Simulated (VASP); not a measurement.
Input of a VASP 6.6.1 run:

The input INCAR:

```
SYSTEM = Ir
PREC = Accurate
ENCUT = 520
EDIFF = 1E-8
ISMEAR = -1
SIGMA = 0.05
LREAL = .FALSE.
LASPH = .TRUE.
NELM = 100
ALGO = Normal
ISIF = 2
LWAVE = .FALSE.
LCHARG = .FALSE.
GGA = PS
LEFG = .TRUE.
NBANDS = 10
```

Contents of KPOINTS:

```
Automatic mesh
0
G
  15 15 15
  0 0 0
```

File POSCAR:

```
Ir
1.0
    0.0575910000      1.9484955000      1.9484955000
    1.9484955000      0.0575910000      1.9484955000
    1.9484955000      1.9484955000      0.0575910000
Ir
1
Direct
    0.0000000000      0.0000000000      0.0000000000
```

Potentials or basis: VASP PAW PBE potentials, release 64 (Ir).

Launch:

```sh
$ cat potpaw_PBE.64/Ir/POTCAR > POTCAR
$ mpirun -np 1 vasp_std > vasp.out
```

Problem. Estimate the pressure.

Solution. -0.5 GPa.

Electric field gradients, principal values (V/Å²):
```
atom    least   middle  greatest (by size)
1 Ir  -40.263  -40.263              80.527
```

Caveat: the cell differs from its parent crystal (equal xy, yz and zx shear strains of +3 %); without QUAD_EFG the Cq values of the log hold for a quadrupole moment of 1 mb, not for the nuclei; the PAW data sets were made with another functional, which shifts forces and pressure a little.
